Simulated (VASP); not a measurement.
# Cs (Fm-3m) in VASP: a series of runs, part 2 of 2

VASP 6.6.1.

## 3. Electric field gradients, LDA (115.78 Å³/atom)

Input file INCAR:

```
PREC = Accurate
ENCUT = 520
EDIFF = 1E-8
ISMEAR = -1
SIGMA = 0.08
LREAL = False
LASPH = True
NELM = 60
ALGO = Normal
ISIF = 2
LWAVE = False
LCHARG = False
GGA = CA
LEFG = True
NBANDS = 10
```

Input file KPOINTS:

```
regular mesh
0
Gamma
  8 8 8
```

Input file POSCAR:

```
Cs
1.0
    0.0000000000      3.8684204905      3.8684204905
    3.8684204905      0.0000000000      3.8684204905
    3.8684204905      3.8684204905      0.0000000000
Cs
1
Direct
    0.0000000000      0.0000000000      0.0000000000
```

Potentials or basis: VASP PAW LDA potentials, release 64 (Cs_sv).

Started as:

```
> cat potpaw_LDA.64/Cs_sv/POTCAR > POTCAR
> mpirun -np 1 vasp_std > vasp.out
```

OUTCAR:

```text
PREC = Accurate
   ENCUT = 520
   EDIFF = 1E-8
   ISMEAR = -1
   LREAL = False
   LASPH = True
   NELM = 60
   ISIF = 2
   GGA = CA

 ion  position               nearest neighbor table
   1  0.000  0.000  0.000-

  LATTYP: Found a face centered cubic cell.
 ALAT       =     7.7368409810

  Lattice vectors:

 A1 = (   0.0000000000,   3.8684204905,   3.8684204905)
 A2 = (   3.8684204905,   0.0000000000,   3.8684204905)
 A3 = (   3.8684204905,   3.8684204905,   0.0000000000)

Analysis of symmetry for initial positions (statically):
=====================================================================
 Subroutine PRICEL returns:
 Original cell was already a primitive cell.

 Routine SETGRP: Setting up the symmetry group for a
 face centered cubic supercell.

 Subroutine GETGRP returns: Found 48 space group operations
 (whereof 48 operations were pure point group operations)
 out of a pool of 48 trial point group operations.

The static configuration has the point symmetry O_h .

Analysis of symmetry for dynamics (positions and initial velocities):
=====================================================================
 Subroutine PRICEL returns:
 Original cell was already a primitive cell.

 Routine SETGRP: Setting up the symmetry group for a
 face centered cubic supercell.

 Subroutine GETGRP returns: Found 48 space group operations
 (whereof 48 operations were pure point group operations)
 out of a pool of 48 trial point group operations.

The dynamic configuration has the point symmetry O_h .

 Subroutine INISYM returns: Found 48 space group operations
 (whereof 48 operations are pure point group operations),
 and found     1 'primitive' translations

----------------------------------------------------------------------------------------

                                     Primitive cell

  volume of cell :     115.7793

  direct lattice vectors                    reciprocal lattice vectors
     0.000000000  3.868420491  3.868420491    -0.129251719  0.129251719  0.129251719
     3.868420491  0.000000000  3.868420491     0.129251719 -0.129251719  0.129251719
     3.868420491  3.868420491  0.000000000     0.129251719  0.129251719 -0.129251719

  length of vectors
     5.470772723  5.470772723  5.470772723     0.223870545  0.223870545  0.223870545

  position of ions in fractional coordinates (direct lattice)
     0.000000000  0.000000000  0.000000000

  ion indices of the primitive-cell ions
   primitive index   ion index
                 1           1

----------------------------------------------------------------------------------------

 KPOINTS: regular mesh

Automatic generation of k-mesh.
 Grid dimensions read from file:
 generate k-points for:    8    8    8
[... 69 lines left out ...]
   NFREE  =      0    steps in history (QN), initial steepest desc. (CG)
   ISIF   =      2    stress and relaxation
   ISYM   =      2    0-nonsym 1-usesym 2-fastsym
   POTIM  = 0.5000    time-step for ionic-motion
   TEBEG  =    0.0;   TEEND  =   0.0 temperature during run
   PSTRESS=    0.0 pullay stress
   NELECT =       9.0000    total number of electrons
   NUPDOWN=      -1.0000    fix difference up-down
   EMIN   =  10.00;   EMAX   =-10.00  energy-range for DOS
   EFERMI =   0.00;   METHOD = LEGACY
   ISMEAR =    -1;   SIGMA  =   0.08  broadening in eV -4-tet -1-fermi 0-gaus
   EFERMI_NEDOS =   21; number of points for ismear=-14 and -15
   IALGO  =     38    algorithm
   IMIX   =      4    mixing-type and parameters
     AMIX     =   0.40;   BMIX     =  1.00
     AMIX_MAG =   1.60;   BMIX_MAG =  1.00
  volume/ion in A,a.u.               =     115.78       781.32
  Fermi-wavevector in a.u.,A,eV,Ry     =   0.698681  1.320315  6.641746  0.488155
  Thomas-Fermi vector in A             =   1.782351
   LORBIT       =      0    0 simple, 1 ext, 2 COOP (PROOUT), +10 PAW based schemes
   GGA     = CA    functional components
   LHFCALC =     F    Hartree Fock is set to
   AEXX    =    0.0000 exact exchange contribution
   IVDW    =     0    specifies the selected vdW correction
   LEPSILON=     F    determine dielectric tensor
   LRPA    =     F    only Hartree local field effects (RPA)
 non-spin polarized calculation
  energy-cutoff  :      520.00
  volume of cell :      115.78
 maximum number of plane-waves:      3142
 NGX is ok and might be reduce to    42
   NGX = 21   NGY = 21   NGZ = 21

 number of electron       8.9999999 magnetization

 Free energy of the ion-electron system (eV)
  ---------------------------------------------------
  ext. energy  EPLUGINS =         0.00000000
  ---------------------------------------------------
  free energy    TOTEN  =        -0.98188681 eV

  energy without entropy =       -0.95279295  energy(sigma->0) =       -0.96733988

 E-fermi :   0.2541     XC(G=0):  -5.5244

 val. band max:        0.2095050470   @ k =   0.5000   0.0000   0.0000
 cond. band min:       0.3016748273   @ k =   0.5000   0.1250   0.0000
 fundamental gap:      0.0921697803
 Fermi energy:         0.2540608581

 k-point     1 :       0.0000    0.0000    0.0000
  band No.  band energies     occupation
      1     -23.5523      2.00000
      2     -10.2902      2.00000
      3     -10.2902      2.00000
      4     -10.2902      2.00000
      5      -1.4078      2.00000
      6       2.6547      0.00000
      7       2.6547      0.00000
      8       2.6547      0.00000
      9       3.7164      0.00000
     10       3.7164      0.00000
[... 287 lines left out ...]
 k-point    24 :      -0.3750    0.2500    0.1250
  band No.  band energies     occupation
      1     -23.5454      2.00000
      2     -10.4079      2.00000
      3     -10.3446      2.00000
      4     -10.3204      2.00000
      5       0.6656      0.01160
      6       1.0597      0.00008
      7       1.9294      0.00000
      8       2.8033      0.00000
      9       3.8092      0.00000
     10       4.5990      0.00000

 [... further k-points ...]

------------------------ aborting loop because EDIFF is reached ----------------------------------------

  FORCE on cell =-STRESS in cart. coord.  units (eV):
  Direction    XX          YY          ZZ          XY          YZ          ZX
  --------------------------------------------------------------------------------------
  -------------------------------------------------------------------------------------
  Total       -0.2413474     -0.2413474     -0.2413474     -0.0000000     -0.0000000      0.0000000
  in kB       -3.3398130     -3.3398130     -3.3398130     -0.0000000     -0.0000000      0.0000000
  external PRESSURE =      -3.3398130 kB  Pullay stress =       0.0000000 kB

 VOLUME and BASIS-vectors are now :
 -----------------------------------------------------------------------------
  energy-cutoff  :      520.00
  volume of cell :      115.78
      direct lattice vectors                 reciprocal lattice vectors
     0.000000000  3.868420491  3.868420491    -0.129251719  0.129251719  0.129251719
     3.868420491  0.000000000  3.868420491     0.129251719 -0.129251719  0.129251719
     3.868420491  3.868420491  0.000000000     0.129251719  0.129251719 -0.129251719

 POSITION                                       TOTAL-FORCE (eV/Angst)
 -----------------------------------------------------------------------------------
      0.00000      0.00000      0.00000         0.000000      0.000000      0.000000
 -----------------------------------------------------------------------------------
    total drift:                                0.000000     -0.000000     -0.000000

  FREE ENERGIE OF THE ION-ELECTRON SYSTEM (eV)
  ---------------------------------------------------
  free  energy   TOTEN  =        -0.9818868061 eV

  energy  without entropy=       -0.9527929521  energy(sigma->0) =       -0.96733988

 Electric field gradients (V/A^2)
---------------------------------------------------------------------
 ion       V_xx      V_yy      V_zz      V_xy      V_xz      V_yz
---------------------------------------------------------------------
   1      -0.000     0.000     0.000     0.000     0.000     0.000
---------------------------------------------------------------------

 Electric field gradients after diagonalization (V/A^2)
 (convention: |V_zz| > |V_xx| > |V_yy|)
----------------------------------------------------------------------
 ion       V_xx      V_yy      V_zz     asymmetry (V_yy - V_xx)/ V_zz
----------------------------------------------------------------------
   1      -0.000    -0.000     0.001       0.000
----------------------------------------------------------------------

           NMR quadrupolar parameters

 Cq : quadrupolar parameter    Cq=e*Q*V_zz/h
 eta: asymmetry parameters     (V_yy - V_xx)/ V_zz
 Q  : nuclear electric quadrupole moment in mb (millibarn)
----------------------------------------------------------------------
 ion       Cq(MHz)       eta       Q (mb)
----------------------------------------------------------------------
   1       0.000       0.000       1.000
----------------------------------------------------------------------
```

OSZICAR:

```text
N       E                     dE             d eps       ncg     rms          rms(c)
DAV:   1     0.530193581565E+02    0.53019E+02   -0.29329E+03   580   0.634E+02
DAV:   2     0.492279214619E+01   -0.48097E+02   -0.47219E+02   736   0.108E+02
DAV:   3    -0.890715401278E+00   -0.58135E+01   -0.58020E+01   662   0.424E+01
DAV:   4    -0.981779321386E+00   -0.91064E-01   -0.91050E-01   736   0.657E+00
DAV:   5    -0.982314161664E+00   -0.53484E-03   -0.53483E-03   794   0.473E-01    0.122E-01
DAV:   6    -0.981833938510E+00    0.48022E-03   -0.12413E-03   762   0.158E-01    0.791E-02
DAV:   7    -0.981851473625E+00   -0.17535E-04   -0.21604E-03   742   0.207E-01    0.330E-02
DAV:   8    -0.981885760737E+00   -0.34287E-04   -0.60321E-05   694   0.485E-02    0.399E-03
DAV:   9    -0.981886649371E+00   -0.88863E-06   -0.24448E-06   764   0.749E-03    0.225E-03
DAV:  10    -0.981886794571E+00   -0.14520E-06   -0.65249E-07   684   0.376E-03    0.669E-04
DAV:  11    -0.981886804820E+00   -0.10249E-07   -0.28780E-08   682   0.830E-04    0.132E-04
DAV:  12    -0.981886806064E+00   -0.12441E-08   -0.40887E-09   470   0.249E-04
   1 F= -.98188681E+00 E0= -.96733988E+00  d E =-.290939E-01
```

Wall time 25 s (1 thread of Intel Xeon Platinum 8259CL at 2.50GHz (Skylake/Cascade Lake), shared host); peak memory 0.21 GiB.

Results:

* Free energy: -0.9819 eV
* Pressure: -0.3 GPa
* Band gap on the k mesh: zero (an odd number of electrons rules out a gap without spin polarisation)
* Largest electric field gradient by atom: zero within the noise of the run

Caveat: spin-orbit coupling is left out, which moves the levels of the heavy elements.
